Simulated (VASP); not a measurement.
# SiC (P6_3mc) in VASP: a series of runs

Runs on SiC. Level: r2SCAN. Tasks: single point, relaxation of cell and atoms.

Everything below comes from runs of VASP 6.6.1. Logs are shortened: lines on timing, memory, paths and dates and some standing lists are left out, and cuts for length are marked.

## (1) The cell of the first run

The structure is hexagonal, space group P6_3mc (No. 186). Conventional cell: a = 3.067 Å, b = 3.067 Å, c = 5.033 Å, α = 90.00°, β = 90.00°, γ = 120.00°. Si (site symmetry 3m) has 4 C at 1.88 to 1.89 Å within 2.5 Å. C (site symmetry 3m) has 4 Si at 1.88 to 1.89 Å within 2.5 Å.

## (2) Single point, r2SCAN

Input file POSCAR:

```
SiC
1.0
    3.0665872464      0.0000000000      0.0000000000
   -1.5332936232      2.6557424583      0.0000000000
    0.0000000000      0.0000000000      5.0332073930
Si C
2 2
Direct
    0.3333333333      0.6666666667      0.0045980831
    0.6666666667      0.3333333333      0.5045980831
    0.3333333333      0.6666666667      0.3804019169
    0.6666666667      0.3333333333      0.8804019169
```

Input file INCAR.step1:

```
SYSTEM = SiC
PREC = Accurate
ENCUT = 520
ISMEAR = 0
SIGMA = 0.01
LREAL = .FALSE.
LASPH = .TRUE.
NELM = 80
NBANDS = 16
GGA = PE
ALGO = Normal
EDIFF = 1E-4
LWAVE = .TRUE.
LCHARG = .FALSE.
```

Input file INCAR.step2:

```
SYSTEM = SiC
PREC = Accurate
ENCUT = 520
EDIFF = 1E-6
ISMEAR = 0
SIGMA = 0.01
LREAL = .FALSE.
LASPH = .TRUE.
NELM = 80
ALGO = Normal
ISIF = 2
LWAVE = .FALSE.
LCHARG = .TRUE.
METAGGA = R2SCAN
LMIXTAU = .TRUE.
LELF = .TRUE.
LVHAR = .TRUE.
NBANDS = 16
ISTART = 1
```

Input file KPOINTS:

```
regular mesh
0
G
  8 8 6
  0 0 0
```

Potentials or basis: VASP PAW PBE potentials, release 64 (Si, C).

The run is started by

```console
$ cat potpaw_PBE.64/Si/POTCAR potpaw_PBE.64/C/POTCAR > POTCAR
$ cp INCAR.step1 INCAR
$ mpirun -np 1 vasp_std > vasp.out
$ cp INCAR.step2 INCAR
$ mpirun -np 1 vasp_std > vasp.out
```

OUTCAR:

```text
SYSTEM = SiC
   PREC = Accurate
   ENCUT = 520
   EDIFF = 1E-6
   ISMEAR = 0
   LREAL = .FALSE.
   LASPH = .TRUE.
   NELM = 80
   ISIF = 2
   METAGGA = R2SCAN
   ISTART = 1

 ion  position               nearest neighbor table
   1  0.333  0.667  0.005-   4 1.88   4 1.88   4 1.88   3 1.89   2 3.08   2 3.08   2 3.08   2 3.08
                             2 3.08   2 3.08
   2  0.667  0.333  0.505-   3 1.88   3 1.88   3 1.88   4 1.89   1 3.08   1 3.08   1 3.08   1 3.08
                             1 3.08   1 3.08
   3  0.333  0.667  0.380-   2 1.88   2 1.88   2 1.88   1 1.89
   4  0.667  0.333  0.880-   1 1.88   1 1.88   1 1.88   2 1.89

  LATTYP: Found a hexagonal cell.
 ALAT       =     3.0665872464
 C/A-ratio  =     1.6413057867

  Lattice vectors:

 A1 = (   3.0665872464,   0.0000000000,   0.0000000000)
 A2 = (  -1.5332936232,   2.6557424583,   0.0000000000)
 A3 = (   0.0000000000,   0.0000000000,   5.0332073930)

Analysis of symmetry for initial positions (statically):
=====================================================================
 Subroutine PRICEL returns:
 Original cell was already a primitive cell.

 Routine SETGRP: Setting up the symmetry group for a
 hexagonal supercell.

 Subroutine GETGRP returns: Found 12 space group operations
 (whereof  6 operations were pure point group operations)
 out of a pool of 24 trial point group operations.

The static configuration has the point symmetry C_3v.
 The point group associated with its full space group is C_6v.

Analysis of symmetry for dynamics (positions and initial velocities):
=====================================================================
 Subroutine PRICEL returns:
 Original cell was already a primitive cell.

 Routine SETGRP: Setting up the symmetry group for a
 hexagonal supercell.

 Subroutine GETGRP returns: Found 12 space group operations
 (whereof  6 operations were pure point group operations)
 out of a pool of 24 trial point group operations.

The dynamic configuration has the point symmetry C_3v.
 The point group associated with its full space group is C_6v.

 Subroutine INISYM returns: Found 12 space group operations
 (whereof  6 operations are pure point group operations),
 and found     1 'primitive' translations

----------------------------------------------------------------------------------------

                                     Primitive cell

  volume of cell :      40.9908

  direct lattice vectors                    reciprocal lattice vectors
     3.066587246  0.000000000  0.000000000     0.326095402  0.188271268  0.000000000
    -1.533293623  2.655742458  0.000000000     0.000000000  0.376542536  0.000000000
     0.000000000  0.000000000  5.033207393     0.000000000  0.000000000  0.198680468

  length of vectors
     3.066587246  3.066587246  5.033207393     0.376542536  0.376542536  0.198680468

  position of ions in fractional coordinates (direct lattice)
     0.333333333  0.666666667  0.004598083
     0.666666667  0.333333333  0.504598083
     0.333333333  0.666666667  0.380401917
     0.666666667  0.333333333  0.880401917

  ion indices of the primitive-cell ions
   primitive index   ion index
                 1           1
                 2           2
                 3           3
                 4           4

----------------------------------------------------------------------------------------

 KPOINTS: regular mesh

Automatic generation of k-mesh.
 Grid dimensions read from file:
 generate k-points for:    8    8    6

 Generating k-lattice:

  Cartesian coordinates                     Fractional coordinates (reciprocal lattice)
     0.040761925  0.023533908  0.000000000     0.125000000  0.000000000  0.000000000
     0.000000000  0.047067817  0.000000000     0.000000000  0.125000000  0.000000000
     0.000000000  0.000000000  0.033113411     0.000000000  0.000000000  0.166666667

  Length of vectors
     0.047067817  0.047067817  0.033113411

  Shift w.r.t. Gamma in fractional coordinates (k-lattice)
     0.000000000  0.000000000  0.000000000

 Subroutine IBZKPT returns following result:
 ===========================================

 Found     40 irreducible k-points:

 Following reciprocal coordinates:
            Coordinates               Weight
  0.000000  0.000000  0.000000      1.000000
  0.125000  0.000000  0.000000      6.000000
  0.250000  0.000000  0.000000      6.000000
  0.375000  0.000000  0.000000      6.000000
  0.500000  0.000000  0.000000      3.000000
  0.125000  0.125000  0.000000      6.000000
[... 16 lines left out ...]
  0.250000  0.000000  0.333333     12.000000
  0.375000  0.000000  0.333333     12.000000
 [... further k-points ...]
   k-points           NKPTS =     40   k-points in BZ     NKDIM =     40   number of bands    NBANDS=     16
   number of dos      NEDOS =    301   number of ions     NIONS =      4
   total plane-waves  NPLWV =  23040
   dimension x,y,z NGX =    24 NGY =   24 NGZ =   40
   dimension x,y,z NGXF=    48 NGYF=   48 NGZF=   80
   ions per type =               2   2
   NGX,Y,Z   is equivalent  to a cutoff of  13.01, 13.01, 13.21 a.u.
   NGXF,Y,Z  is equivalent  to a cutoff of  26.02, 26.02, 26.42 a.u.
 SYSTEM =  SiC
   PREC   = accura    normal or accurate (medium, high low for compatibility)
   ISTART =      1    job   : 0-new  1-cont  2-samecut
   ICHARG =      0    charge: 1-file 2-atom 10-const
   ISPIN  =      1    spin polarized calculation?
   LNONCOLLINEAR =      F non collinear calculations
   LSORBIT =      F    spin-orbit coupling
   LASPH  =      T    aspherical Exc in radial PAW
   ENCUT  =  520.0 eV  38.22 Ry    6.18 a.u.   5.70  5.70  9.36*2*pi/ulx,y,z
   NELM   =     80;   NELMIN=  2; NELMDL=  0     # of ELM steps
   EDIFF  = 0.1E-05   stopping-criterion for ELM
   LREAL  =      F    real-space projection
   EDIFFG = 0.1E-04   stopping-criterion for IOM
   NSW    =      0    number of steps for IOM
   IBRION =     -1    ionic relax: 0-MD 1-quasi-New 2-CG
   NFREE  =      0    steps in history (QN), initial steepest desc. (CG)
   ISIF   =      2    stress and relaxation
   ISYM   =      2    0-nonsym 1-usesym 2-fastsym
   POTIM  = 0.5000    time-step for ionic-motion
   TEBEG  =    0.0;   TEEND  =   0.0 temperature during run
   PSTRESS=    0.0 pullay stress
   NELECT =      16.0000    total number of electrons
   NUPDOWN=      -1.0000    fix difference up-down
   EMIN   =  10.00;   EMAX   =-10.00  energy-range for DOS
   EFERMI =   0.00;   METHOD = LEGACY
   ISMEAR =     0;   SIGMA  =   0.01  broadening in eV -4-tet -1-fermi 0-gaus
   EFERMI_NEDOS =   21; number of points for ismear=-14 and -15
   IALGO  =     38    algorithm
   IMIX   =      4    mixing-type and parameters
     AMIX     =   0.40;   BMIX     =  1.00
     AMIX_MAG =   1.60;   BMIX_MAG =  1.00
  volume/ion in A,a.u.               =      10.25        69.15
  Fermi-wavevector in a.u.,A,eV,Ry     =   1.196427  2.260919 19.475883  1.431437
  Thomas-Fermi vector in A             =   2.332367
   LORBIT       =      0    0 simple, 1 ext, 2 COOP (PROOUT), +10 PAW based schemes
   METAGGA = R2SCAN    functional components
   LHFCALC =     F    Hartree Fock is set to
   AEXX    =    0.0000 exact exchange contribution
   IVDW    =     0    specifies the selected vdW correction
   LEPSILON=     F    determine dielectric tensor
   LRPA    =     F    only Hartree local field effects (RPA)
 non-spin polarized calculation
 Gauss-broadening in eV      SIGMA  =   0.01
  energy-cutoff  :      520.00
  volume of cell :       40.99
 maximum number of plane-waves:      1117
 NGX is ok and might be reduce to    24
   NGX = 11   NGY = 11   NGZ = 19

 number of electron      15.9999999 magnetization

 Free energy of the ion-electron system (eV)
  ---------------------------------------------------
  ext. energy  EPLUGINS =         0.00000000
  ---------------------------------------------------
  free energy    TOTEN  =       -38.63498345 eV

  energy without entropy =      -38.63498345  energy(sigma->0) =      -38.63498345

 E-fermi :   8.3468     XC(G=0): -11.9678

 val. band max:        8.2442198199   @ k =   0.0000   0.0000   0.0000
 cond. band min:      11.1503273478   @ k =   0.3750   0.2500   0.0000
 fundamental gap:      2.9061075279
 Fermi energy:         8.3468429769

 k-point     1 :       0.0000    0.0000    0.0000
  band No.  band energies     occupation
      1      -8.1811      2.00000
      2      -4.5202      2.00000
      3      -0.7977      2.00000
      4       6.8540      2.00000
      5       6.8540      2.00000
      6       8.1311      2.00000
[... 8 lines left out ...]
     15      17.8883      0.00000
     16      20.3110      0.00000

 k-point     2 :       0.1250    0.0000    0.0000
  band No.  band energies     occupation
      1      -7.8989      2.00000
      2      -4.2840      2.00000
      3      -0.5379      2.00000
      4       5.4361      2.00000
      5       6.4012      2.00000
      6       7.2371      2.00000
[... 8 lines left out ...]
     15      18.5487      0.00000
     16      18.7747      0.00000

 k-point     3 :       0.2500    0.0000    0.0000
  band No.  band energies     occupation
      1      -7.0727      2.00000
      2      -3.6398      2.00000
      3       0.1741      2.00000
      4       2.9281      2.00000
      5       5.1389      2.00000
      6       5.5887      2.00000
[... 8 lines left out ...]
     15      19.1702      0.00000
     16      19.8336      0.00000

 k-point     4 :       0.3750    0.0000    0.0000
  band No.  band energies     occupation
      1      -5.8007      2.00000
      2      -2.9969      2.00000
      3       0.3543      2.00000
      4       1.8192      2.00000
      5       2.9841      2.00000
      6       4.9702      2.00000
[... 8 lines left out ...]
     15      20.3953      0.00000
     16      21.4194      0.00000
[... 324 lines left out ...]
 k-point    22 :       0.1250    0.0000    0.3333
  band No.  band energies     occupation
      1      -7.3404      2.00000
      2      -5.7722      2.00000
      3       1.8039      2.00000
      4       5.4507      2.00000
      5       5.8879      2.00000
      6       6.7522      2.00000
[... 8 lines left out ...]
     15      17.6473      0.00000
     16      19.6684      0.00000

 k-point    23 :       0.2500    0.0000    0.3333
  band No.  band energies     occupation
      1      -6.5279      2.00000
      2      -5.0157      2.00000
      3       1.9048      2.00000
      4       3.7438      2.00000
      5       4.0377      2.00000
      6       5.9891      2.00000
[... 8 lines left out ...]
     15      19.4014      0.00000
     16      20.0516      0.00000

 k-point    24 :       0.3750    0.0000    0.3333
  band No.  band energies     occupation
      1      -5.2941      2.00000
      2      -3.9661      2.00000
      3       0.3591      2.00000
      4       1.6347      2.00000
      5       4.0432      2.00000
      6       5.3942      2.00000
[... 8 lines left out ...]
     15      20.9054      0.00000
     16      21.2983      0.00000

 [... further k-points ...]
[... 5 lines left out ...]
  --------------------------------------------------------------------------------------
  -------------------------------------------------------------------------------------
  Total        0.4635950      0.4635950      0.4699403      0.0000000      0.0000000      0.0000000
  in kB       18.1202105     18.1202105     18.3682233      0.0000000      0.0000000      0.0000000
  external PRESSURE =      18.2028814 kB  Pullay stress =       0.0000000 kB

 VOLUME and BASIS-vectors are now :
 -----------------------------------------------------------------------------
  energy-cutoff  :      520.00
  volume of cell :       40.99
      direct lattice vectors                 reciprocal lattice vectors
     3.066587246  0.000000000  0.000000000     0.326095402  0.188271268  0.000000000
    -1.533293623  2.655742458  0.000000000     0.000000000  0.376542536  0.000000000
     0.000000000  0.000000000  5.033207393     0.000000000  0.000000000  0.198680468

 POSITION                                       TOTAL-FORCE (eV/Angst)
 -----------------------------------------------------------------------------------
     -0.00000      1.77049      0.02314         0.000000      0.000000     -0.000460
      1.53329      0.88525      2.53975        -0.000000      0.000000     -0.000460
     -0.00000      1.77049      1.91464         0.000000      0.000000      0.000460
      1.53329      0.88525      4.43125        -0.000000      0.000000      0.000460
 -----------------------------------------------------------------------------------
    total drift:                               -0.000000     -0.000000      0.000042

  FREE ENERGIE OF THE ION-ELECTRON SYSTEM (eV)
  ---------------------------------------------------
  free  energy   TOTEN  =       -38.6349834523 eV

  energy  without entropy=      -38.6349834523  energy(sigma->0) =      -38.63498345
```

Run time: 38 s. Hardware: 1 thread of Intel Xeon Platinum 8559C (Emerald Rapids), shared host; peak memory 0.16 GiB.

What came out:

```
Free energy            : -38.6350 eV
Pressure               : 1.8 GPa
Band gap on the k mesh : 2.91 eV, indirect (least direct gap 4.50 eV)
```

Levels at points of the mesh, in eV from the valence-band top:
```csv
k point,band 6,band 7,band 8,band 9,band 10,band 11
"(0.00, 0.00, 0.00)",-0.11,0.00,0.00,5.46,6.87,7.25
"(0.50, 0.00, 0.00)",-3.50,-3.39,-1.26,3.24,4.68,7.54
"(0.00, 0.00, 0.50)",-0.75,-0.75,-0.75,6.58,6.58,7.94
"(0.50, 0.00, 0.50)",-2.57,-2.45,-2.45,3.75,3.75,5.83
```

Caveat: the PAW data sets were made with another functional, which shifts forces and pressure a little.

## (3) Single point, r2SCAN

This run uses another cell than the first one, of 10.34 Å³/atom, 1.009 times its volume.

Input file POSCAR:

```
SiC
1.0
    3.0753362635      0.0000000000      0.0000000000
   -1.5376681317      2.6633193293      0.0000000000
    0.0000000000      0.0000000000      5.0482167624
Si C
2 2
Direct
    0.3333333333      0.6666666667      0.0045985930
    0.6666666667      0.3333333333      0.5045985930
    0.3333333333      0.6666666667      0.3804014070
    0.6666666667      0.3333333333      0.8804014070
```

Input file INCAR.step1:

```
SYSTEM = SiC
ALGO = Normal ; EDIFF = 1E-4
ENCUT = 520 ; GGA = PE
ISMEAR = 0 ; LASPH = .TRUE.
LCHARG = .FALSE. ; LREAL = .FALSE.
LWAVE = .TRUE. ; NBANDS = 16
NELM = 100 ; PREC = Accurate
SIGMA = 0.01
```

Input file INCAR.step2:

```
SYSTEM = SiC
ALGO = Normal ; EDIFF = 1E-6
ENCUT = 520 ; ISIF = 2
ISMEAR = 0 ; ISTART = 1
LASPH = .TRUE. ; LCHARG = .FALSE.
LMIXTAU = .TRUE. ; LREAL = .FALSE.
LWAVE = .FALSE. ; METAGGA = R2SCAN
NBANDS = 16 ; NELM = 100
PREC = Accurate ; SIGMA = 0.01
```

Input file KPOINTS:

```
k-points
0
G
  8 8 6
  0 0 0
```

Potentials or basis: VASP PAW PBE potentials, release 64 (Si, C).

The run is started by

```console
$ cat potpaw_PBE.64/Si/POTCAR potpaw_PBE.64/C/POTCAR > POTCAR
$ cp INCAR.step1 INCAR
$ mpirun -np 1 vasp_std > vasp.out
$ cp INCAR.step2 INCAR
$ mpirun -np 1 vasp_std > vasp.out
```

OUTCAR:

```text
SYSTEM = SiC
   EDIFF = 1E-6
   ENCUT = 520
   ISIF = 2
   ISMEAR = 0
   ISTART = 1
   LASPH = .TRUE.
   LREAL = .FALSE.
   METAGGA = R2SCAN
   NELM = 100
   PREC = Accurate

 ion  position               nearest neighbor table
   1  0.333  0.667  0.005-   4 1.88   4 1.88   4 1.88   3 1.90   2 3.09   2 3.09   2 3.09   2 3.09
                             2 3.09   2 3.09
   2  0.667  0.333  0.505-   3 1.88   3 1.88   3 1.88   4 1.90   1 3.09   1 3.09   1 3.09   1 3.09
                             1 3.09   1 3.09
   3  0.333  0.667  0.380-   2 1.88   2 1.88   2 1.88   1 1.90
[... 662 lines left out ...]
  --------------------------------------------------------------------------------------
  -------------------------------------------------------------------------------------
  Total       -0.0472564     -0.0472564     -0.0459903     -0.0000000      0.0000000     -0.0000000
  in kB       -1.8311212     -1.8311212     -1.7820635     -0.0000000      0.0000000     -0.0000000
  external PRESSURE =      -1.8147686 kB  Pullay stress =       0.0000000 kB

 VOLUME and BASIS-vectors are now :
 -----------------------------------------------------------------------------
  energy-cutoff  :      520.00
  volume of cell :       41.35
      direct lattice vectors                 reciprocal lattice vectors
     3.075336264  0.000000000  0.000000000     0.325167694  0.187735655  0.000000000
    -1.537668132  2.663319329  0.000000000     0.000000000  0.375471311  0.000000000
     0.000000000  0.000000000  5.048216762     0.000000000  0.000000000  0.198089751

 POSITION                                       TOTAL-FORCE (eV/Angst)
 -----------------------------------------------------------------------------------
     -0.00000      1.77555      0.02321         0.000000     -0.000000     -0.000853
      1.53767      0.88777      2.54732        -0.000000      0.000000     -0.000853
     -0.00000      1.77555      1.92035        -0.000000      0.000000      0.000853
      1.53767      0.88777      4.44446         0.000000     -0.000000      0.000853
 -----------------------------------------------------------------------------------
    total drift:                               -0.000000     -0.000000     -0.000138

  FREE ENERGIE OF THE ION-ELECTRON SYSTEM (eV)
  ---------------------------------------------------
  free  energy   TOTEN  =       -38.6369155197 eV

  energy  without entropy=      -38.6369155197  energy(sigma->0) =      -38.63691552
```

It took 40 s on 1 thread of Intel Xeon Platinum 8559C (Emerald Rapids), shared host; peak memory 0.16 GiB.

What came out:

```yaml
Free_energy: -38.6369 eV
Pressure: -0.2 GPa
Band_gap_on_the_k_mesh: 2.92 eV, indirect (least direct gap 4.48 eV)
```

Levels at points of the mesh, in eV from the valence-band top:
| k point | band 4 | band 5 | band 6 | band 7 | band 8 | band 9 | band 10 | band 11 | band 12 | band 13 |
| --- | --- | --- | --- | --- | --- | --- | --- | --- | --- | --- |
| (0.00, 0.00, 0.00) | -1.39 | -1.39 | -0.11 | 0.00 | 0.00 | 5.38 | 6.77 | 7.19 | 7.19 | 8.33 |
| (0.50, 0.00, 0.00) | -6.55 | -5.62 | -3.48 | -3.36 | -1.26 | 3.23 | 4.66 | 7.47 | 7.65 | 10.76 |
| (0.00, 0.00, 0.50) | -4.63 | -0.75 | -0.75 | -0.75 | -0.75 | 6.50 | 6.50 | 7.89 | 7.89 | 7.89 |
| (0.50, 0.00, 0.50) | -8.54 | -2.56 | -2.56 | -2.44 | -2.44 | 3.72 | 3.72 | 5.79 | 5.79 | 11.10 |

Caveat: the PAW data sets were made with another functional, which shifts forces and pressure a little. A k mesh can miss the band edges.

[end of part 1 of 2]
